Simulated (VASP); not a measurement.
# Zr8HS16 (a cell with a defect) in VASP: single point with PBE

Aim: the single point of Zr8HS16 (a cell with a defect) with PBE.

Program: VASP 6.6.1. These are calculated values, not measurements. Logs are shortened: lines on timing, memory, paths and dates and some standing lists are left out, and cuts for length are marked.

## (1) The cell of the first run

The cell holds a defect, 25 atoms: a = 9.296 Å, b = 9.296 Å, c = 9.750 Å, α = 116.71°, β = 116.71°, γ = 93.27°.

## (2) Single point, PBE

Input file INCAR:

```
SYSTEM = Zr8HS16
PREC = Accurate
ENCUT = 400
EDIFF = 1E-6
ISMEAR = 0
SIGMA = 0.02
LREAL = .FALSE.
LASPH = .TRUE.
NELM = 120
ALGO = Normal
ISIF = 2
LWAVE = .FALSE.
LCHARG = .TRUE.
GGA = PE
LELF = .TRUE.
LVHAR = .TRUE.
NELECT = 194.0
NBANDS = 114
GGA_COMPAT = .FALSE.
```

Input file KPOINTS:

```
Automatic mesh
0
Gamma
  2 2 2
  0.5 0.5 0.5
```

Input file POSCAR:

```
Zr8HS16
1.0
    5.5278124674     -3.1914840161      6.7579086874
    5.5278124674     -3.1914840161     -6.7579086874
   -1.8426041558      9.5744520483      0.0000000000
Zr S H
8 16 1
Direct
    0.0036680542     -0.0046746155     -0.0012699865
    0.5045891891      0.5069514583      0.0008184080
    0.3751371791      0.3785756689      0.2586248795
    0.2572185293      0.2425048058      0.5009545206
    0.1067285268      0.1260748965      0.7388405486
    0.8744190300      0.8698016252      0.2455457847
    0.7472054590      0.7496468947      0.4980804475
    0.6251199039      0.6238304517      0.7491448138
    0.6021553184      0.8194222375      0.2504054577
    0.1008829021      0.3089866314      0.2507211956
    0.9750194673      0.1905134544      0.4912956549
    0.8457766271      0.0657409321      0.7519993504
    0.7283223673      0.9392991748     -0.0004102066
    0.4753315423      0.6953845304      0.5041017083
    0.3491268394      0.5600577747      0.7438923009
    0.2256200586      0.4679743246      0.0162409699
    0.1515521678      0.9192230909      0.2430005510
    0.6447305590      0.4367782079      0.2491005157
    0.5283025772      0.3044535922      0.4970774286
    0.3919265905      0.1862095464      0.7551546766
    0.2704106063      0.0678470525     -0.0038668624
    0.0272153253      0.8148259969      0.5069534420
    0.8986381405      0.6784868971      0.7453730316
    0.7753285584      0.5523689018     -0.0016701507
    0.1765137466      0.6117787281      0.0721353900
```

Potentials or basis: VASP PAW PBE potentials, release 64 (Zr_sv, S, H).

Launch:

```
> cat potpaw_PBE.64/Zr_sv/POTCAR potpaw_PBE.64/S/POTCAR potpaw_PBE.64/H/POTCAR > POTCAR
> mpirun -np 1 vasp_std > vasp.out
```

OUTCAR:

```text
SYSTEM = Zr8HS16
   PREC = Accurate
   ENCUT = 400
   EDIFF = 1E-6
   ISMEAR = 0
   LREAL = .FALSE.
   LASPH = .TRUE.
   NELM = 120
   ISIF = 2
   GGA = PE
   NELECT = 194.0

 ion  position               nearest neighbor table
   1  0.004  0.995  0.999-  21 2.55  10 2.57  23 2.59  13 2.59  12 2.59  17 2.60   6 3.68   8 3.69
                             7 3.69   5 3.69   3 3.69   4 3.70
   2  0.505  0.507  0.001-  24 2.54   9 2.56  15 2.56  18 2.58  20 2.59  16 2.68   6 3.60   8 3.63
                             7 3.67   4 3.69   3 3.80   5 3.82
   3  0.375  0.379  0.259-  19 2.55  10 2.55  14 2.57  21 2.58  18 2.58  16 2.67   8 3.62   4 3.64
                             7 3.67   1 3.69   2 3.80   5 3.83
   4  0.257  0.243  0.501-  20 2.54  19 2.57  15 2.58  11 2.59  10 2.59  17 2.64   3 3.64   5 3.68
                             8 3.69   2 3.69   1 3.70   6 3.71
   5  0.107  0.126  0.739-  22 2.53  12 2.53  11 2.53  20 2.60  21 2.60  16 2.80   7 3.63   6 3.64
                             4 3.68   1 3.69   2 3.82   3 3.83
   6  0.874  0.870  0.246-  13 2.56   9 2.57  24 2.58  11 2.60  22 2.60  17 2.60   2 3.60   5 3.64
                             8 3.66   1 3.68   7 3.69   4 3.71
   7  0.747  0.750  0.498-  18 2.55   9 2.58  14 2.58  12 2.59  22 2.59  23 2.59   5 3.63   2 3.67
                             3 3.67   8 3.68   1 3.69   6 3.69
   8  0.625  0.624  0.749-  15 2.57  13 2.57  14 2.58  23 2.58  24 2.61  19 2.61   3 3.62   2 3.63
                             6 3.66   7 3.68   4 3.69   1 3.69
   9  0.602  0.819  0.250-   2 2.56   6 2.57   7 2.58
  10  0.101  0.309  0.251-   3 2.55   1 2.57   4 2.59
  11  0.975  0.191  0.491-   5 2.53   4 2.59   6 2.60
  12  0.846  0.066  0.752-   5 2.53   7 2.59   1 2.59
  13  0.728  0.939  1.000-   6 2.56   8 2.57   1 2.59
  14  0.475  0.695  0.504-   3 2.57   8 2.58   7 2.58
  15  0.349  0.560  0.744-   2 2.56   8 2.57   4 2.58
  16  0.226  0.468  0.016-  25 1.39   3 2.67   2 2.68   5 2.80
  17  0.152  0.919  0.243-   1 2.60   6 2.60   4 2.64
  18  0.645  0.437  0.249-   7 2.55   2 2.58   3 2.58
  19  0.528  0.304  0.497-   3 2.55   4 2.57   8 2.61
  20  0.392  0.186  0.755-   4 2.54   2 2.59   5 2.60
  21  0.270  0.068  0.996-   1 2.55   3 2.58   5 2.60
  22  0.027  0.815  0.507-   5 2.53   7 2.59   6 2.60
  23  0.899  0.678  0.745-   8 2.58   1 2.59   7 2.59
  24  0.775  0.552  0.998-   2 2.54   6 2.58   8 2.61
  25  0.177  0.612  0.072-  16 1.39

  LATTYP: Found a face centered orthorhombic cell.
 ALAT       =    12.7659360643
 B/A-ratio  =     1.0587408010
 C/A-ratio  =     1.1547005384

  Lattice vectors:

 A1 = (   3.6852083116,   6.3829680322,  -6.7579086874)
 A2 = (   9.2130207790,   3.1914840161,   0.0000000000)
 A3 = (   5.5278124674,  -3.1914840161,  -6.7579086874)

Analysis of symmetry for initial positions (statically):
=====================================================================
 Subroutine PRICEL returns:
 Original cell was already a primitive cell.

 Routine SETGRP: Setting up the symmetry group for a
 face centered orthorhombic supercell.

 Subroutine GETGRP returns: Found  1 space group operations
 (whereof  1 operations were pure point group operations)
 out of a pool of  8 trial point group operations.

The static configuration has the point symmetry C_1 .

Analysis of symmetry for dynamics (positions and initial velocities):
=====================================================================
 Subroutine PRICEL returns:
 Original cell was already a primitive cell.

 Routine SETGRP: Setting up the symmetry group for a
 face centered orthorhombic supercell.

 Subroutine GETGRP returns: Found  1 space group operations
 (whereof  1 operations were pure point group operations)
 out of a pool of  8 trial point group operations.

The dynamic configuration has the point symmetry C_1 .

 Subroutine INISYM returns: Found  1 space group operations
 (whereof  1 operations are pure point group operations),
 and found     1 'primitive' translations

----------------------------------------------------------------------------------------

                                     Primitive cell

  volume of cell :     635.8534

  direct lattice vectors                    reciprocal lattice vectors
     5.527812467 -3.191484016  6.757908687     0.101758155  0.019583366  0.073987386
     5.527812467 -3.191484016 -6.757908687     0.101758155  0.019583366 -0.073987386
    -1.842604156  9.574452048  0.000000000     0.067838770  0.117500197  0.000000000

  length of vectors
     9.295784568  9.295784568  9.750144722     0.127327781  0.127327781  0.135677541

  position of ions in fractional coordinates (direct lattice)
     0.003668054  0.995325384  0.998730014
     0.504589189  0.506951458  0.000818408
     0.375137179  0.378575669  0.258624879
[... 60 lines left out ...]

  Cartesian coordinates                     Fractional coordinates (reciprocal lattice)
     0.050879078  0.009791683  0.036993693     0.500000000  0.000000000 -0.000000000
     0.050879078  0.009791683 -0.036993693     0.000000000  0.500000000 -0.000000000
     0.033919385  0.058750098  0.000000000    -0.000000000 -0.000000000  0.500000000

  Length of vectors
     0.063663890  0.063663890  0.067838770

  Shift w.r.t. Gamma in fractional coordinates (k-lattice)
     0.500000000  0.500000000  0.500000000

 Subroutine IBZKPT returns following result:
 ===========================================

 Found      4 irreducible k-points:

 Following reciprocal coordinates:
            Coordinates               Weight
  0.250000  0.250000  0.250000      2.000000
 -0.250000  0.250000  0.250000      2.000000
 -0.250000  0.250000 -0.250000      2.000000
 -0.250000 -0.250000  0.250000      2.000000
   k-points           NKPTS =      4   k-points in BZ     NKDIM =      4   number of bands    NBANDS=    114
   number of dos      NEDOS =    301   number of ions     NIONS =     25
   total plane-waves  NPLWV = 262144
   dimension x,y,z NGX =    64 NGY =   64 NGZ =   64
   dimension x,y,z NGXF=   128 NGYF=  128 NGZF=  128
   ions per type =               8  16   1
   NGX,Y,Z   is equivalent  to a cutoff of  11.45, 11.45, 10.91 a.u.
   NGXF,Y,Z  is equivalent  to a cutoff of  22.89, 22.89, 21.82 a.u.
 SYSTEM =  Zr8HS16
   PREC   = accura    normal or accurate (medium, high low for compatibility)
   ISTART =      0    job   : 0-new  1-cont  2-samecut
   ICHARG =      2    charge: 1-file 2-atom 10-const
   ISPIN  =      1    spin polarized calculation?
   LNONCOLLINEAR =      F non collinear calculations
   LSORBIT =      F    spin-orbit coupling
   LASPH  =      T    aspherical Exc in radial PAW
   ENCUT  =  400.0 eV  29.40 Ry    5.42 a.u.  15.16 15.16 15.90*2*pi/ulx,y,z
   NELM   =    120;   NELMIN=  2; NELMDL= -5     # of ELM steps
   EDIFF  = 0.1E-05   stopping-criterion for ELM
   LREAL  =      F    real-space projection
   EDIFFG = 0.1E-04   stopping-criterion for IOM
   NSW    =      0    number of steps for IOM
   IBRION =     -1    ionic relax: 0-MD 1-quasi-New 2-CG
   NFREE  =      0    steps in history (QN), initial steepest desc. (CG)
   ISIF   =      2    stress and relaxation
   ISYM   =      2    0-nonsym 1-usesym 2-fastsym
   POTIM  = 0.5000    time-step for ionic-motion
   TEBEG  =    0.0;   TEEND  =   0.0 temperature during run
   PSTRESS=    0.0 pullay stress
   NELECT =     194.0000    total number of electrons
   NUPDOWN=      -1.0000    fix difference up-down
   EMIN   =  10.00;   EMAX   =-10.00  energy-range for DOS
   EFERMI =   0.00;   METHOD = LEGACY
   ISMEAR =     0;   SIGMA  =   0.02  broadening in eV -4-tet -1-fermi 0-gaus
   EFERMI_NEDOS =   21; number of points for ismear=-14 and -15
   IALGO  =     38    algorithm
   IMIX   =      4    mixing-type and parameters
     AMIX     =   0.40;   BMIX     =  1.00
     AMIX_MAG =   1.60;   BMIX_MAG =  1.00
  volume/ion in A,a.u.               =      25.43       171.64
  Fermi-wavevector in a.u.,A,eV,Ry     =   1.102105  2.082677 16.526125  1.214636
  Thomas-Fermi vector in A             =   2.238543
   LORBIT       =      0    0 simple, 1 ext, 2 COOP (PROOUT), +10 PAW based schemes
   GGA     = PE    functional components
   LHFCALC =     F    Hartree Fock is set to
   AEXX    =    0.0000 exact exchange contribution
   IVDW    =     0    specifies the selected vdW correction
   LEPSILON=     F    determine dielectric tensor
   LRPA    =     F    only Hartree local field effects (RPA)
 non-spin polarized calculation
 Gauss-broadening in eV      SIGMA  =   0.02
  energy-cutoff  :      400.00
  volume of cell :      635.85
 maximum number of plane-waves:     11576
 NGX is ok and might be reduce to    64
   NGX = 31   NGY = 31   NGZ = 31

 number of electron     193.9999999 magnetization

 Free energy of the ion-electron system (eV)
  ---------------------------------------------------
  ext. energy  EPLUGINS =         0.00000000
  ---------------------------------------------------
  free energy    TOTEN  =      -169.78374417 eV

  energy without entropy =     -169.78374408  energy(sigma->0) =     -169.78374412

 E-fermi :   4.3900     XC(G=0):  -8.7343

 val. band max:        4.3234247610   @ k =  -0.2500   0.2500  -0.2500
 cond. band min:       4.4565319165   @ k =  -0.2500   0.2500  -0.2500
 fundamental gap:      0.1331071555
 Fermi energy:         4.3899815466

 k-point     1 :       0.2500    0.2500    0.2500
  band No.  band energies     occupation
      1     -45.6870      2.00000
      2     -45.6741      2.00000
      3     -45.6648      2.00000
      4     -45.6606      2.00000
      5     -45.6567      2.00000
      6     -45.6490      2.00000
[... 437 lines left out ...]
    108       5.7868      0.00000
    109       5.9275      0.00000
 [bands above 109 left out]

------------------------ aborting loop because EDIFF is reached ----------------------------------------

  FORCE on cell =-STRESS in cart. coord.  units (eV):
  Direction    XX          YY          ZZ          XY          YZ          ZX
  --------------------------------------------------------------------------------------
  -------------------------------------------------------------------------------------
  Total        5.0225945      5.2212931      7.5648844     -0.5261031      0.7479564      1.2339592
  in kB       12.6555689     13.1562353     19.0614465     -1.3256364      1.8846464      3.1092409
  external PRESSURE =      14.9577503 kB  Pullay stress =       0.0000000 kB

 VOLUME and BASIS-vectors are now :
 -----------------------------------------------------------------------------
  energy-cutoff  :      400.00
  volume of cell :      635.85
      direct lattice vectors                 reciprocal lattice vectors
     5.527812467 -3.191484016  6.757908687     0.101758155  0.019583366  0.073987386
     5.527812467 -3.191484016 -6.757908687     0.101758155  0.019583366 -0.073987386
    -1.842604156  9.574452048  0.000000000     0.067838770  0.117500197  0.000000000

 POSITION                                       TOTAL-FORCE (eV/Angst)
 -----------------------------------------------------------------------------------
      3.68198      6.37402     -6.70153         0.015391      0.007560     -0.052774
      5.59010     -3.22048     -0.01596         0.039930     -0.024391      0.055622
      3.68984      0.07073     -0.02324         0.006980      0.052638      0.058770
      1.83932      3.20151      0.09943        -0.007200     -0.004070     -0.063999
     -0.07450      6.33100     -0.13074        -0.035914     -0.024833      0.045964
      9.18928     -3.21569      0.03120         0.029677     -0.002118     -0.054955
[... 17 lines left out ...]
      5.49974      5.32114      1.50674         0.035032      0.000898      0.017261
      4.22462     -1.82517     -2.94148        -0.235632     -0.140090      0.324766
 -----------------------------------------------------------------------------------
    total drift:                                0.000351      0.000026      0.000049

  FREE ENERGIE OF THE ION-ELECTRON SYSTEM (eV)
  ---------------------------------------------------
  free  energy   TOTEN  =      -169.7837441654 eV

  energy  without entropy=     -169.7837440777  energy(sigma->0) =     -169.78374412
```

It took 12 min on 1 thread of Oxide Virtual Turin-like, shared host; peak memory 0.62 GiB.

What came out:

```yaml
Free_energy: -169.7837 eV
Largest_force: 0.425 eV/Å
```

Forces in eV/Å, atoms in the order of the input:
```
Zr   0.015  0.008 -0.053
Zr   0.040 -0.024  0.056
Zr   0.007  0.053  0.059
Zr  -0.007 -0.004 -0.064
Zr  -0.036 -0.025  0.046
Zr   0.030 -0.002 -0.055
Zr  -0.007  0.002  0.001
Zr   0.014  0.008 -0.014
S   -0.016  0.008 -0.013
S    0.028  0.003 -0.045
S    0.000  0.009 -0.059
S    0.006 -0.004 -0.015
S    0.012  0.007 -0.045
S   -0.006 -0.006 -0.012
S    0.028  0.022 -0.021
S   -0.019 -0.012  0.000
S    0.094  0.066 -0.140
S    0.008  0.004  0.015
S   -0.002  0.027  0.010
S    0.001 -0.001 -0.001
S   -0.012 -0.006  0.005
S   -0.002 -0.007  0.008
S    0.026  0.015 -0.004
S    0.035  0.001  0.017
H   -0.236 -0.140  0.325
```

Levels at points of the mesh, in eV from the Fermi level:
```csv
k point,band 95,band 96,band 97,band 98,band 99,band 100
"(0.25, 0.25, 0.25)",-1.81,-1.68,-0.19,0.14,0.24,0.27
```

Caveat: the cell carries a net charge on a neutralising background, which shifts energy and pressure; the cell is charged against a uniform background, so pressure and absolute levels hang on convention.
